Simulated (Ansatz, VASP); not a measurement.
Al2InN3 in VASP and in Ansatz

```
Al In N
1.0
     5.26629    0.00000    0.00000
    -2.63314    4.56074    0.00000
     0.00000    0.00000    2.72364
Al In N
2 1 3
Direct
  0.33333 0.66667 0.50000
  0.66667 0.33333 0.50000
  0.00000 0.00000 0.00000
  0.41215 0.00000 0.00000
  0.00000 0.41215 0.00000
  0.58785 0.58785 0.00000
```

Alike in both runs: task relaxation of cell and atoms; functional PBE; k mesh 6 × 6 × 6; occupations gaussian, width 0.1 eV; no spin polarisation.

|  | VASP | Ansatz |
| --- | --- | --- |
| version | VASP 6.6.1 | Ansatz 0.2.0 |
| potentials or method | VASP PAW PBE potentials, release 64 (Al, In_d, N), cutoff 600 eV | scalar-relativistic, plane waves, PAW |
| valence electrons in the cell | 34 | 34 |

|  | VASP | Ansatz | Ansatz less VASP |
| --- | --- | --- | --- |
| gap on the k mesh at the Fermi level, each at its own relaxed structure (eV) | none | none | - |
| relaxed volume (Å³/atom) | 10.91 | 10.91 | -0.008 |
| relaxed cell length with the largest relative difference (Å) | 5.261 | 5.258 | -0.0023 |

A gap of «none» marks a metal or a gap that the smearing closes.

The k mesh is coarse, so the values compare programs but aren't converged.
